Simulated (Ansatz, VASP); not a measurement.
AlNi2 in VASP and in Ansatz

```
Al Ni
1.0
     3.97400    0.00000    0.00000
    -1.98700    3.44159    0.00000
     0.00000    0.00000    4.90426
Al Ni
2 4
Direct
  0.33333 0.66667 0.18987
  0.66667 0.33333 0.81013
  0.33333 0.66667 0.68511
  0.66667 0.33333 0.31489
  0.00000 0.00000 0.50000
  0.00000 0.00000 0.00000
```

Alike in both runs: task single point; functional PBEsol; k mesh 12 × 12 × 8; occupations gaussian, width 0.1 eV; no spin polarisation.

|  | VASP | Ansatz |
| --- | --- | --- |
| version | VASP 6.6.1 | Ansatz 0.2.0 |
| potentials or method | VASP PAW PBE potentials, release 64 (Al, Ni), cutoff 520 eV | scalar-relativistic, plane waves, PAW |
| valence electrons in the cell | 46 | 78 |

VASP gave:

```
gap on the k mesh at the Fermi level (eV) : none
pressure (GPa)                            : 0.2
rms of the force components (eV/Å)        : 0.021
```

Question: Which values does Ansatz return?

Answer: gap on the k mesh at the Fermi level (eV): none; pressure (GPa): 0.1; rms of the force components (eV/Å): 0.020.

VASP's potentials were made for PBE, not for PBEsol. Atom by atom the forces differ by 0.004 eV/Å (rms over components). A gap of «none» marks a metal or a gap that the smearing closes. VASP's potentials hold 46 valence electrons a cell and Ansatz's 78, so a difference there can come from the potentials and not from the codes.
